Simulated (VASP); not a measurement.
# GeW: single point with PBEsol

Crystal: GeW.

```
CELL_PARAMETERS angstrom
0.00000 2.57761 2.57761
2.57761 0.00000 2.57761
2.57761 2.57761 0.00000
ATOMIC_POSITIONS crystal
Ge 0.50000 0.50000 0.50000
W 0.00000 0.00000 0.00000
```

* Program: VASP 6.6.1
* Task: single point
* Functional: PBEsol
* Potentials or basis: VASP PAW PBE potentials, release 64 (Ge_d, W_sv)
* Cutoff: 520 eV
* k mesh: 9 × 9 × 9
* Occupations: fermi-dirac, width 0.05 eV
* Spin: no spin polarisation

```json
{
  "Pressure": "-5.5 GPa",
  "Band gap on the k mesh": "zero (band 14 reaches 9.42 eV, above the bottom of band 15 at 7.73 eV)"
}
```

Levels at points of the mesh, in eV from the Fermi level:
| k point | band 10 | band 11 | band 12 | band 13 | band 14 | band 15 | band 16 | band 17 | band 18 | band 19 |
| --- | --- | --- | --- | --- | --- | --- | --- | --- | --- | --- |
| (0.00, 0.00, 0.00) | -12.33 | -1.61 | -1.61 | -1.61 | -0.86 | -0.86 | 2.44 | 2.44 | 2.44 | 7.52 |

It took 10 s on 1 thread of Intel(R) Xeon(R) 6975P-C (Granite Rapids) (shared host), peak memory 0.17 GiB.

Caveat: the PAW data sets were made with another functional, which shifts forces and pressure a little; spin-orbit coupling is left out, which moves the levels of the heavy elements.
